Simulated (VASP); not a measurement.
# La (Fd-3m) in VASP: notebook

La is run at these levels: r2SCAN; tasks: single point.

All numbers are computed with VASP 6.6.1; they aren't measurements. Logs are shortened: lines on timing, memory, paths and dates and some standing lists are left out, and cuts for length are marked.

## Step 1: The cell of the first run

Symmetry: Fd-3m, No. 227, cubic system. The conventional cell has a = 6.660 Å, b = 6.660 Å, c = 6.660 Å, α = 90.00°, β = 90.00°, γ = 90.00°. La (site symmetry -43m) has 4 La at 2.88 Å within 3.8 Å.

This isn't the form of La at room conditions, which is double hcp.

## Step 2: Single point, r2SCAN

File POSCAR:

```
La
1.0
    0.0000000000      3.3299115032      3.3299115032
    3.3299115032      0.0000000000      3.3299115032
    3.3299115032      3.3299115032      0.0000000000
La
2
Direct
    0.1250000000      0.1250000000      0.1250000000
    0.8750000000      0.8750000000      0.8750000000
```

File INCAR.step1:

```
SYSTEM = La
PREC = Accurate ; ENCUT = 550
ISMEAR = -1 ; SIGMA = 0.1
LREAL = .FALSE. ; LASPH = .TRUE.
NELM = 200 ; NBANDS = 18
GGA = PE ; ALGO = Normal
EDIFF = 1E-5 ; LWAVE = .TRUE.
LCHARG = .FALSE. ; GGA_COMPAT = .FALSE.
LMAXMIX = 6
```

File INCAR.step2:

```
SYSTEM = La
PREC = Accurate ; ENCUT = 550
EDIFF = 1E-6 ; ISMEAR = -1
SIGMA = 0.1 ; LREAL = .FALSE.
LASPH = .TRUE. ; NELM = 200
ALGO = Normal ; ISIF = 2
LWAVE = .FALSE. ; LCHARG = .TRUE.
METAGGA = R2SCAN ; LMIXTAU = .TRUE.
LELF = .TRUE. ; LVHAR = .TRUE.
NBANDS = 18 ; ISTART = 1
GGA_COMPAT = .FALSE. ; LMAXMIX = 6
```

File KPOINTS:

```
regular mesh
0
G
  8 8 8
  0 0 0
```

Potentials or basis: VASP PAW PBE potentials, release 64 (La).

The run is started by

```
> cat potpaw_PBE.64/La/POTCAR > POTCAR
> cp INCAR.step1 INCAR
> mpirun -np 1 vasp_std > vasp.out
> cp INCAR.step2 INCAR
> mpirun -np 1 vasp_std > vasp.out
```

OUTCAR:

```text
SYSTEM = La
   PREC = Accurate
   ENCUT = 550
   EDIFF = 1E-6
   ISMEAR = -1
   LREAL = .FALSE.
   LASPH = .TRUE.
   NELM = 200
   ISIF = 2
   METAGGA = R2SCAN
   ISTART = 1

 ion  position               nearest neighbor table
   1  0.125  0.125  0.125-   2 2.88   2 2.88   2 2.88   2 2.88
   2  0.875  0.875  0.875-   1 2.88   1 2.88   1 2.88   1 2.88

  LATTYP: Found a face centered cubic cell.
 ALAT       =     6.6598230064

  Lattice vectors:

 A1 = (   0.0000000000,   3.3299115032,   3.3299115032)
 A2 = (   3.3299115032,   0.0000000000,   3.3299115032)
 A3 = (   3.3299115032,   3.3299115032,   0.0000000000)

Analysis of symmetry for initial positions (statically):
=====================================================================
 Subroutine PRICEL returns:
 Original cell was already a primitive cell.

 Routine SETGRP: Setting up the symmetry group for a
 face centered cubic supercell.

 Subroutine GETGRP returns: Found 48 space group operations
 (whereof 12 operations were pure point group operations)
 out of a pool of 48 trial point group operations.

The static configuration has the point symmetry D_3d.
 The point group associated with its full space group is O_h .

Analysis of symmetry for dynamics (positions and initial velocities):
=====================================================================
 Subroutine PRICEL returns:
 Original cell was already a primitive cell.

 Routine SETGRP: Setting up the symmetry group for a
 face centered cubic supercell.

 Subroutine GETGRP returns: Found 48 space group operations
 (whereof 12 operations were pure point group operations)
 out of a pool of 48 trial point group operations.

The dynamic configuration has the point symmetry D_3d.
 The point group associated with its full space group is O_h .

 Subroutine INISYM returns: Found 48 space group operations
 (whereof 12 operations are pure point group operations),
 and found     1 'primitive' translations

----------------------------------------------------------------------------------------

                                     Primitive cell

  volume of cell :      73.8462

  direct lattice vectors                    reciprocal lattice vectors
     0.000000000  3.329911503  3.329911503    -0.150154141  0.150154141  0.150154141
     3.329911503  0.000000000  3.329911503     0.150154141 -0.150154141  0.150154141
     3.329911503  3.329911503  0.000000000     0.150154141  0.150154141 -0.150154141
[... 81 lines left out ...]
   LASPH  =      T    aspherical Exc in radial PAW
   ENCUT  =  550.0 eV  40.42 Ry    6.36 a.u.   9.01  9.01  9.01*2*pi/ulx,y,z
   NELM   =    200;   NELMIN=  2; NELMDL=  0     # of ELM steps
   EDIFF  = 0.1E-05   stopping-criterion for ELM
   LREAL  =      F    real-space projection
   EDIFFG = 0.1E-04   stopping-criterion for IOM
   NSW    =      0    number of steps for IOM
   IBRION =     -1    ionic relax: 0-MD 1-quasi-New 2-CG
   NFREE  =      0    steps in history (QN), initial steepest desc. (CG)
   ISIF   =      2    stress and relaxation
   ISYM   =      2    0-nonsym 1-usesym 2-fastsym
   POTIM  = 0.5000    time-step for ionic-motion
   TEBEG  =    0.0;   TEEND  =   0.0 temperature during run
   PSTRESS=    0.0 pullay stress
   NELECT =      22.0000    total number of electrons
   NUPDOWN=      -1.0000    fix difference up-down
   EMIN   =  10.00;   EMAX   =-10.00  energy-range for DOS
   EFERMI =   0.00;   METHOD = LEGACY
   ISMEAR =    -1;   SIGMA  =   0.10  broadening in eV -4-tet -1-fermi 0-gaus
   EFERMI_NEDOS =   21; number of points for ismear=-14 and -15
   IALGO  =     38    algorithm
   IMIX   =      4    mixing-type and parameters
     AMIX     =   0.40;   BMIX     =  1.00
     AMIX_MAG =   1.60;   BMIX_MAG =  1.00
  volume/ion in A,a.u.               =      36.92       249.17
  Fermi-wavevector in a.u.,A,eV,Ry     =   1.093385  2.066198 16.265633  1.195490
  Thomas-Fermi vector in A             =   2.229669
   LORBIT       =      0    0 simple, 1 ext, 2 COOP (PROOUT), +10 PAW based schemes
   METAGGA = R2SCAN    functional components
   LHFCALC =     F    Hartree Fock is set to
   AEXX    =    0.0000 exact exchange contribution
   IVDW    =     0    specifies the selected vdW correction
   LEPSILON=     F    determine dielectric tensor
   LRPA    =     F    only Hartree local field effects (RPA)
 non-spin polarized calculation
  energy-cutoff  :      550.00
  volume of cell :       73.85
 maximum number of plane-waves:      2200
   NGX = 17   NGY = 17   NGZ = 17

 number of electron      22.0000000 magnetization

 Free energy of the ion-electron system (eV)
  ---------------------------------------------------
  ext. energy  EPLUGINS =         0.00000000
  ---------------------------------------------------
  free energy    TOTEN  =       -57.70374833 eV

  energy without entropy =      -57.65006759  energy(sigma->0) =      -57.67690796

 E-fermi :   7.6867     XC(G=0):  -9.9698

 val. band max:        7.6029985393   @ k =   0.5000   0.5000   0.0000
 cond. band min:       7.6890715747   @ k =  -0.3750   0.5000   0.1250
 fundamental gap:      0.0860730354
 Fermi energy:         7.6866628811

 k-point     1 :       0.0000    0.0000    0.0000
  band No.  band energies     occupation
      1     -27.2048      2.00000
      2     -25.3645      2.00000
      3     -11.0015      2.00000
      4     -11.0015      2.00000
      5     -11.0015      2.00000
      6      -8.7922      2.00000
[... 481 lines left out ...]
      5     -10.4843      2.00000
      6      -9.0585      2.00000
[... 10 lines left out ...]
     17       9.6944      0.00000
     18       9.9781      0.00000

 [... further k-points ...]

------------------------ aborting loop because EDIFF is reached ----------------------------------------

  FORCE on cell =-STRESS in cart. coord.  units (eV):
  Direction    XX          YY          ZZ          XY          YZ          ZX
  --------------------------------------------------------------------------------------
  -------------------------------------------------------------------------------------
  Total       -0.0349866     -0.0349866     -0.0349866      0.0000000      0.0000000     -0.0000000
  in kB       -0.7590738     -0.7590738     -0.7590738      0.0000000      0.0000000     -0.0000000
  external PRESSURE =      -0.7590738 kB  Pullay stress =       0.0000000 kB

 VOLUME and BASIS-vectors are now :
 -----------------------------------------------------------------------------
  energy-cutoff  :      550.00
  volume of cell :       73.85
      direct lattice vectors                 reciprocal lattice vectors
     0.000000000  3.329911503  3.329911503    -0.150154141  0.150154141  0.150154141
     3.329911503  0.000000000  3.329911503     0.150154141 -0.150154141  0.150154141
     3.329911503  3.329911503  0.000000000     0.150154141  0.150154141 -0.150154141

 POSITION                                       TOTAL-FORCE (eV/Angst)
 -----------------------------------------------------------------------------------
      0.83248      0.83248      0.83248        -0.000000     -0.000000     -0.000000
      5.82735      5.82735      5.82735         0.000000      0.000000      0.000000
 -----------------------------------------------------------------------------------
    total drift:                                0.000000      0.000000      0.000000

  FREE ENERGIE OF THE ION-ELECTRON SYSTEM (eV)
  ---------------------------------------------------
  free  energy   TOTEN  =       -57.7037483341 eV

  energy  without entropy=      -57.6500675851  energy(sigma->0) =      -57.67690796
```

OSZICAR.step1:

```text
N       E                     dE             d eps       ncg     rms          rms(c)
DAV:   1     0.261034146773E+03    0.26103E+03   -0.83822E+03  1060   0.179E+03
DAV:   2     0.344490057141E+02   -0.22659E+03   -0.22263E+03  1484   0.304E+02
DAV:   3    -0.426406856351E+01   -0.38713E+02   -0.37999E+02  1742   0.147E+02
DAV:   4    -0.797486628369E+01   -0.37108E+01   -0.36580E+01  2080   0.432E+01
DAV:   5    -0.825034457227E+01   -0.27548E+00   -0.27430E+00  1696   0.113E+01    0.644E+00
DAV:   6    -0.784959094779E+01    0.40075E+00   -0.15191E+00  2078   0.107E+01    0.411E+00
DAV:   7    -0.777833078696E+01    0.71260E-01   -0.26681E-01  2088   0.354E+00    0.138E+00
DAV:   8    -0.776740412938E+01    0.10927E-01   -0.37402E-02  2080   0.189E+00    0.130E-01
DAV:   9    -0.776757500987E+01   -0.17088E-03   -0.24000E-03  2056   0.375E-01    0.802E-02
DAV:  10    -0.776760768902E+01   -0.32679E-04   -0.24555E-04  2080   0.154E-01    0.128E-02
DAV:  11    -0.776760974879E+01   -0.20598E-05   -0.11103E-05  1448   0.261E-02
   1 F= -.77676097E+01 E0= -.77332917E+01  d E =-.686360E-01
```

Wall time 2.1 min (1 thread of AMD EPYC 9R45 (Zen 5), shared host); peak memory 0.21 GiB.

What came out:

```yaml
Free_energy: -57.7037 eV
Pressure: -0.1 GPa
Band_gap_on_the_k_mesh: zero (bands 11 and 12 overlap by 0.35 eV)
```

Levels at points of the mesh, in eV from the Fermi level:
```
           k point  band 8  band 9  band 10  band 11  band 12  band 13  band 14  band 15
(0.00, 0.00, 0.00)  -16.48   -2.53    -0.89    -0.89     0.96     0.96     0.96     1.91
(0.50, 0.00, 0.00)  -16.05   -1.29    -0.74    -0.74    -0.18     0.08     0.08     1.98
(0.50, 0.50, 0.00)  -15.59   -1.91    -1.91    -0.08    -0.08     0.82     0.82     2.03
```

Caveat: the PAW data sets were made with another functional, which shifts forces and pressure a little; spin-orbit coupling is left out, which moves the levels of the heavy elements.

## Step 3: Single point, r2SCAN (32.49 Å³/atom)

This run uses another cell than the first one, of 32.49 Å³/atom.

File POSCAR:

```
La
1.0
    0.0000000000      3.1910008197      3.1910008197
    3.1910008197      0.0000000000      3.1910008197
    3.1910008197      3.1910008197      0.0000000000
La
2
Direct
    0.1250000000      0.1250000000      0.1250000000
    0.8750000000      0.8750000000      0.8750000000
```

File INCAR.step1:

```
SYSTEM = La
  ALGO = Normal
  EDIFF = 1E-5
  ENCUT = 550
  GGA = PE
  GGA_COMPAT = .False.
  ISMEAR = -1
  LASPH = .True.
  LCHARG = .False.
  LMAXMIX = 6
  LREAL = .False.
  LWAVE = .True.
  NBANDS = 18
  NELM = 200
  PREC = Accurate
  SIGMA = 0.1
```

File INCAR.step2:

```
SYSTEM = La
  ALGO = Normal
  EDIFF = 1E-6
  ENCUT = 550
  GGA_COMPAT = .False.
  ISIF = 2
  ISMEAR = -1
  ISTART = 1
  LASPH = .True.
  LCHARG = .False.
  LMAXMIX = 6
  LMIXTAU = .True.
  LREAL = .False.
  LWAVE = .False.
  METAGGA = R2SCAN
  NBANDS = 18
  NELM = 200
  PREC = Accurate
  SIGMA = 0.1
```

File KPOINTS:

```
k-points
0
Gamma
  9 9 9
  0 0 0
```

Potentials or basis: VASP PAW PBE potentials, release 64 (La).

The run is started by

```
> cat potpaw_PBE.64/La/POTCAR > POTCAR
> cp INCAR.step1 INCAR
> mpirun -np 1 vasp_std > vasp.out
> cp INCAR.step2 INCAR
> mpirun -np 1 vasp_std > vasp.out
```

It took 2.4 min on 1 thread of AMD EPYC 9R45 (Zen 5), shared host; peak memory 0.21 GiB.

The run converged. Its results:

* Free energy: -57.4953 eV
* Pressure: 8.6 GPa
* Band gap on the k mesh: zero (bands 11 and 12 overlap by 0.01 eV)

Levels at points of the mesh, in eV from the Fermi level:
```csv
k point,band 9,band 10,band 11,band 12,band 13,band 14
"(0.00, 0.00, 0.00)",-2.46,-1.01,-1.01,1.09,1.09,1.09
```

Caveat: the cell stands under pressure; the PAW data sets were made with another functional, which shifts forces and pressure a little; spin-orbit coupling is left out, which moves the levels of the heavy elements.

## Step 4: Single point, r2SCAN (33.97 Å³/atom)

This run uses another cell than the first one, of 33.97 Å³/atom.

File POSCAR:

```
La
1.0
    0.0000000000      3.2386347203      3.2386347203
    3.2386347203      0.0000000000      3.2386347203
    3.2386347203      3.2386347203      0.0000000000
La
2
Direct
    0.1250000000      0.1250000000      0.1250000000
    0.8750000000      0.8750000000      0.8750000000
```

File INCAR.step1:

```
SYSTEM = La
PREC = Accurate
ENCUT = 550
ISMEAR = -1
SIGMA = 0.1
LREAL = .False.
LASPH = .True.
NELM = 200
NBANDS = 18
GGA = PE
ALGO = Normal
EDIFF = 1E-5
LWAVE = .True.
LCHARG = .False.
GGA_COMPAT = .False.
LMAXMIX = 6
```

File INCAR.step2:

```
SYSTEM = La
PREC = Accurate
ENCUT = 550
EDIFF = 1E-6
ISMEAR = -1
SIGMA = 0.1
LREAL = .False.
LASPH = .True.
NELM = 200
ALGO = Normal
ISIF = 2
LWAVE = .False.
LCHARG = .False.
METAGGA = R2SCAN
LMIXTAU = .True.
NBANDS = 18
ISTART = 1
GGA_COMPAT = .False.
LMAXMIX = 6
```

File KPOINTS:

```
Automatic mesh
0
Gamma
  9 9 9
  0 0 0
```

Potentials or basis: VASP PAW PBE potentials, release 64 (La).

The run is started by

```
> cat potpaw_PBE.64/La/POTCAR > POTCAR
> cp INCAR.step1 INCAR
> mpirun -np 1 vasp_std > vasp.out
> cp INCAR.step2 INCAR
> mpirun -np 1 vasp_std > vasp.out
```

OUTCAR:

```text
SYSTEM = La
   PREC = Accurate
   ENCUT = 550
   EDIFF = 1E-6
   ISMEAR = -1
   LREAL = .False.
   LASPH = .True.
   NELM = 200
   ISIF = 2
   METAGGA = R2SCAN
   ISTART = 1

 ion  position               nearest neighbor table
   1  0.125  0.125  0.125-   2 2.80   2 2.80   2 2.80   2 2.80
   2  0.875  0.875  0.875-   1 2.80   1 2.80   1 2.80   1 2.80

  LATTYP: Found a face centered cubic cell.
 ALAT       =     6.4772694406

  Lattice vectors:

 A1 = (   0.0000000000,   3.2386347203,   3.2386347203)
 A2 = (   3.2386347203,   0.0000000000,   3.2386347203)
 A3 = (   3.2386347203,   3.2386347203,   0.0000000000)

Analysis of symmetry for initial positions (statically):
=====================================================================
 Subroutine PRICEL returns:
 Original cell was already a primitive cell.

 Routine SETGRP: Setting up the symmetry group for a
 face centered cubic supercell.

 Subroutine GETGRP returns: Found 48 space group operations
 (whereof 12 operations were pure point group operations)
 out of a pool of 48 trial point group operations.
[... 160 lines left out ...]
  free energy    TOTEN  =       -57.61980267 eV

  energy without entropy =      -57.57491745  energy(sigma->0) =      -57.59736006

 E-fermi :   8.4527     XC(G=0): -10.3442

 val. band max:        8.4225234187   @ k =   0.3333   0.3333   0.0000
 cond. band min:       8.5887705384   @ k =  -0.4444   0.4444   0.1111
 fundamental gap:      0.1662471197
 Fermi energy:         8.4527245697

 k-point     1 :       0.0000    0.0000    0.0000
  band No.  band energies     occupation
      1     -26.5118      2.00000
      2     -24.1861      2.00000
      3     -10.3145      2.00000
      4     -10.3145      2.00000
      5     -10.3145      2.00000
      6      -7.7561      2.00000
[... 481 lines left out ...]
      5      -9.1235      2.00000
      6      -8.7166      2.00000
[... 10 lines left out ...]
     17      10.7907      0.00000
     18      10.8889      0.00000

 [... further k-points ...]

------------------------ aborting loop because EDIFF is reached ----------------------------------------

  FORCE on cell =-STRESS in cart. coord.  units (eV):
  Direction    XX          YY          ZZ          XY          YZ          ZX
  --------------------------------------------------------------------------------------
  -------------------------------------------------------------------------------------
  Total        2.1128568      2.1128568      2.1128568     -0.0000000      0.0000000      0.0000000
  in kB       49.8270010     49.8270010     49.8270010     -0.0000000      0.0000000      0.0000000
  external PRESSURE =      49.8270010 kB  Pullay stress =       0.0000000 kB

 VOLUME and BASIS-vectors are now :
 -----------------------------------------------------------------------------
  energy-cutoff  :      550.00
  volume of cell :       67.94
      direct lattice vectors                 reciprocal lattice vectors
     0.000000000  3.238634720  3.238634720    -0.154386043  0.154386043  0.154386043
     3.238634720  0.000000000  3.238634720     0.154386043 -0.154386043  0.154386043
     3.238634720  3.238634720  0.000000000     0.154386043  0.154386043 -0.154386043

 POSITION                                       TOTAL-FORCE (eV/Angst)
 -----------------------------------------------------------------------------------
      0.80966      0.80966      0.80966         0.000000      0.000000      0.000000
      5.66761      5.66761      5.66761        -0.000000     -0.000000     -0.000000
 -----------------------------------------------------------------------------------
    total drift:                                0.000000     -0.000000     -0.000000

  FREE ENERGIE OF THE ION-ELECTRON SYSTEM (eV)
  ---------------------------------------------------
  free  energy   TOTEN  =       -57.6198026672 eV

  energy  without entropy=      -57.5749174470  energy(sigma->0) =      -57.59736006
```

It took 2.5 min on 1 thread of AMD EPYC 9R45 (Zen 5), shared host; peak memory 0.21 GiB.

Results:

- Free energy: -57.6198 eV
- Pressure: 5.0 GPa
- Band gap on the k mesh: zero (bands 11 and 12 overlap by 0.02 eV)

Caveat: the cell stands under pressure; the PAW data sets were made with another functional, which shifts forces and pressure a little; spin-orbit coupling is left out, which moves the levels of the heavy elements.

## Step 5: Overview

```csv
cell,k mesh,gap on the mesh (eV),pressure (GPa)
"a = 4.709 Å, angles 60.0°, 2 atoms",8 × 8 × 8,none,-0.1
"a = 4.513 Å, angles 60.0°, 2 atoms",9 × 9 × 9,none,8.6
"a = 4.580 Å, angles 60.0°, 2 atoms",9 × 9 × 9,none,5.0
```

Alike in all rows: task single point; level r2SCAN; potentials or basis VASP PAW PBE potentials, release 64 (La); no spin polarisation; cutoff (eV) 550; smearing fermi-dirac 0.1 eV.

Caveats: the PAW data sets were made with another functional, which shifts forces and pressure a little; spin-orbit coupling is left out, which moves the levels of the heavy elements; the cell stands under pressure (at least some runs).

Absolute energies hang on the potentials; compare differences alone.
